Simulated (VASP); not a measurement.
Input of a VASP 6.6.1 run:

The input INCAR:

```
ALGO     = Normal         # electronic algorithm
EDIFF    = 1E-6           # SCF threshold, eV
ENCUT    = 520            # plane-wave cutoff, eV
GGA      = PS             # functional
ISIF     = 2              # what is computed and relaxed
ISMEAR   = 0              # smearing method
LASPH    = True           # aspherical terms in the spheres
LCHARG   = False          # write CHGCAR
LREAL    = False          # projectors in reciprocal space
LWAVE    = False          # write WAVECAR
NBANDS   = 17             # bands
NELM     = 60             # most SCF steps
PREC     = Accurate       # precision mode
SIGMA    = 0.15           # smearing width, eV
```

Contents of KPOINTS:

```
k-points
0
Gamma
  15 15 14
```

POSCAR

```
PbS
1.0
    4.1457279052      0.0000000000      0.0000000000
   -2.0728639526      3.5903056831      0.0000000000
    0.0000000000      0.0000000000      3.6864635019
Pb S
1 1
Direct
    0.0000000000      0.0000000000      0.0000000000
    0.6666666667      0.3333333333      0.5000000000
```

Potentials or basis: VASP PAW PBE potentials, release 64 (Pb_d, S).

Run with:

```sh
$ cat potpaw_PBE.64/Pb_d/POTCAR potpaw_PBE.64/S/POTCAR > POTCAR
$ mpirun -np 1 vasp_std > vasp.out
```

**Question.** Predict the band gap on the k mesh.

**Answer.** Zero (bands 10 and 11 overlap by 0.46 eV).

**Question.** Estimate the pressure.

**Answer.** -2.4 GPa.

Stress tensor (GPa, compression positive):
```
-3.27  0.00  0.00
 0.00 -3.27  0.00
 0.00  0.00 -0.71
```

Caveat: semilocal functionals underestimate gaps, so a narrow gap can read as zero; the PAW data sets were made with another functional, which shifts forces and pressure a little; spin-orbit coupling is left out, which moves the levels of the heavy elements.
